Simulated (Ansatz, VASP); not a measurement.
Given: the input of a run of Ansatz 0.2.0 on CdS.

File input.yaml:

```yaml
crystal:
  lattice:
    - [0.0, 2.9165, 2.9165]
    - [2.9165, 0.0, 2.9165]
    - [2.9165, 2.9165, 0.0]
  atoms:
    - { symbol: Cd, position: [0.0, 0.0, 0.0] }
    - { symbol: S, position: [0.75, 0.75, 0.75] }
kpoints:
  mp_grid: { grid: [8, 8, 8] }
scf:
  occupations: { method: gaussian, width: 0.013 }
hamiltonian:
  xc: pbe
  pseudopotentials: { kind: all_electron, lapw: { basis_error: 0.001 } }
output:
  forces: true
  stress: true
  eigenvalues: true
```

Potentials or basis: all-electron LAPW, scalar-relativistic.

Launch:

```sh
$ ansatz run input.yaml --threads 1 --pin off --max-ram 3072MiB --backend cpu --events-out ev --progress --plain --runs-dir out
```

Task: Set up the same calculation for VASP 6.6.1. Potentials there: VASP PAW PBE potentials, release 64 (Cd, S).

Result: As run (the cutoff follows the program's own potentials):

File INCAR:

```
SYSTEM = CdS
PREC     = Accurate       ! precision mode
ENCUT    = 520            ! plane-wave cutoff, eV
EDIFF    = 1E-7           ! SCF threshold, eV
ISMEAR   = 0              ! smearing method
SIGMA    = 0.013000000000000001 ! smearing width, eV
LREAL    = .False.        ! projectors in reciprocal space
LASPH    = .True.         ! aspherical terms in the spheres
NELM     = 80             ! most SCF steps
ALGO     = Normal         ! electronic algorithm
ISIF     = 2              ! what is computed and relaxed
LWAVE    = .False.        ! write WAVECAR
LCHARG   = .False.        ! write CHGCAR
GGA      = PE             ! functional
NBANDS   = 16             ! bands
```

Contents of KPOINTS:

```
regular mesh
0
Gamma
  8 8 8
  0 0 0
```

POSCAR

```
CdS
1.0
    0.0000000000      2.9165000000      2.9165000000
    2.9165000000      0.0000000000      2.9165000000
    2.9165000000      2.9165000000      0.0000000000
Cd S
1 1
Direct
    0.0000000000      0.0000000000      0.0000000000
    0.7500000000      0.7500000000      0.7500000000
```

Potentials or basis: VASP PAW PBE potentials, release 64 (Cd, S).

The run is started by

```console
$ cat potpaw_PBE.64/Cd/POTCAR potpaw_PBE.64/S/POTCAR > POTCAR
$ mpirun -np 1 vasp_std > vasp.out
```

Both were run:

|  | VASP | Ansatz | Ansatz less VASP |
| --- | --- | --- | --- |
| gap on the k mesh at the Fermi level (eV) | 1.15 | 1.15 | -0.004 |
| least direct gap on the mesh (eV) | 1.15 | 1.15 | -0.004 |
| pressure (GPa) | 3.2 | 2.9 | -0.33 |

Ansatz ran all-electron here, and VASP with PAW potentials.
